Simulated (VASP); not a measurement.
**MgHgO2: single point with PBE**

The system is MgHgO2.

```
Mg O Hg
1.0
     3.37680    0.00000    0.00000
     0.00000    3.37680    0.00000
     0.00000    0.00000    4.95032
Mg O Hg
1 2 1
Cartesian
  0.0000 0.0000 0.0000
  0.0000 1.6884 0.9977
  1.6884 0.0000 3.9526
  1.6884 1.6884 2.4752
```

```yaml
Program: VASP 6.6.1
Task: single point
Functional: PBE
Potentials_or_basis: VASP PAW PBE potentials, release 64 (Mg, O, Hg)
Cutoff: 520 eV
k_mesh: 6 × 6 × 4
Occupations: fermi-dirac, width 0.02 eV
Spin: no spin polarisation
```

```
Pressure               : 7.4 GPa
Largest force          : 0.206 eV/Å
Band gap on the k mesh : 0.03 eV
```

Forces on the atoms (eV/Å):
```
Mg   0.000  0.000  0.000
O    0.000  0.000 -0.206
O    0.000  0.000  0.206
Hg   0.000  0.000  0.000
```

Stress tensor (GPa, compression positive):
```
7.16 0.00 0.00
0.00 7.16 0.00
0.00 0.00 7.89
```

Levels at points of the mesh, in eV from the valence-band top:
```tsv
k point	band 9	band 10	band 11	band 12	band 13	band 14	band 15	band 16	band 17	band 18
(0.00, 0.00, 0.00)	-2.09	-2.09	-1.04	0.00	0.00	0.03	6.06	9.33	11.05	12.32
(0.50, 0.00, 0.00)	-2.86	-1.78	-1.58	-1.39	-0.37	3.70	5.01	9.32	9.60	10.49
(0.50, 0.50, 0.00)	-2.44	-2.12	-1.60	-1.44	-1.44	5.17	5.17	5.29	9.93	11.68
(0.00, 0.00, 0.50)	-1.72	-1.72	-1.44	-0.29	-0.29	2.32	4.35	9.61	11.68	12.12
(0.50, 0.00, 0.50)	-3.86	-1.41	-0.85	-0.72	-0.23	3.09	5.21	7.95	8.79	12.26
(0.50, 0.50, 0.50)	-2.72	-2.53	-2.04	-2.04	-1.51	5.57	6.79	6.79	9.78	10.52
```

It took 38 s on 1 thread of Intel(R) Xeon(R) Platinum 8259CL CPU @ 2.50GHz (Skylake/Cascade Lake), on a shared host, peak memory 0.2 GiB.

Caveat: the cell stands under pressure; spin-orbit coupling is left out, which moves the levels of the heavy elements.
